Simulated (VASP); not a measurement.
## MoS2: single point with LDA

MoS2:

```xyz
3
Lattice="3.2275 0.0000 0.0000 -1.6137 2.7951 0.0000 0.0000 0.0000 6.3125" Properties=species:S:1:pos:R:3 pbc="T T T"
Mo    0.0000    0.0000    3.1562
S     1.6137    0.9317    4.7008
S     0.0000    1.8634    1.6117
```

```yaml
Program: VASP 6.6.1
Task: single point
Functional: LDA
Potentials_or_basis: VASP PAW LDA potentials, release 64 (Mo_sv, S)
Cutoff: 520 eV
k_mesh: 9 × 9 × 4
Occupations: fermi-dirac, width 0.05 eV
Spin: no spin polarisation
```

* Pressure: -5.9 GPa
* Largest force: 0.133 eV/Å
* Band gap on the k mesh: zero (band 13 reaches 7.37 eV, above the bottom of band 14 at 6.39 eV)

Forces on the atoms (eV/Å):
```
Mo   0.000  0.000  0.000
S    0.000  0.000 -0.133
S    0.000  0.000  0.133
```

Stress tensor (GPa, compression positive):
```
-6.96  0.00  0.00
 0.00 -6.96  0.00
 0.00  0.00 -3.66
```

Levels at points of the mesh, in eV from the Fermi level:
| k point | band 11 | band 12 | band 13 | band 14 | band 15 | band 16 |
| --- | --- | --- | --- | --- | --- | --- |
| (0.00, 0.00, 0.00) | -1.09 | -0.95 | -0.95 | -0.28 | -0.28 | 3.21 |
| (0.00, 0.00, 0.50) | -0.96 | -0.96 | -0.35 | -0.35 | -0.05 | 3.37 |

Wall time 20 s on 1 thread of Intel(R) Xeon(R) 6975P-C (Granite Rapids), on a shared host, peak memory 0.17 GiB.
